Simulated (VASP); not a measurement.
A run of VASP 6.6.1:

File INCAR:

```
  ALGO = Normal
  EDIFF = 1E-6
  ENCUT = 690
  GGA = PE
  GGA_COMPAT = False
  ISIF = 2
  ISMEAR = -1
  ISPIN = 2
  IVDW = 12
  LASPH = True
  LCHARG = False
  LMAXMIX = 4
  LORBIT = 11
  LREAL = False
  LWAVE = False
  MAGMOM = 1 1 1 0
  NBANDS = 41
  NELM = 200
  PREC = Accurate
  SIGMA = 0.05
```

KPOINTS

```
k-points
0
Gamma
  8 8 8
```

POSCAR

```
SiNi3
1.0
    3.4654470712      0.0000000000      0.0000000000
    0.0000000000      3.4654470712      0.0000000000
    0.0000000000      0.0000000000      3.4654470712
Ni Si
3 1
Direct
    0.5000000000      0.5000000000      0.0000000000
    0.5000000000      0.0000000000      0.5000000000
    0.0000000000      0.5000000000      0.5000000000
    0.0000000000      0.0000000000      0.0000000000
```

Potentials or basis: VASP PAW PBE potentials, release 64 (Ni_sv_GW, Si).

Launch:

```console
$ cat potpaw_PBE.64/Ni_sv_GW/POTCAR potpaw_PBE.64/Si/POTCAR > POTCAR
$ mpirun -np 1 vasp_std > vasp.out
```

Hardware: 1 thread of Intel(R) Xeon(R) 6975P-C (Granite Rapids), with other jobs on the host.

Problem. How long does it take, and how much memory?

Solution. Run time: 2.2 min on 1 thread of Intel(R) Xeon(R) 6975P-C (Granite Rapids), with other jobs on the host, peak memory 0.3 GiB. Counts: scf iterations 15, k points 35.
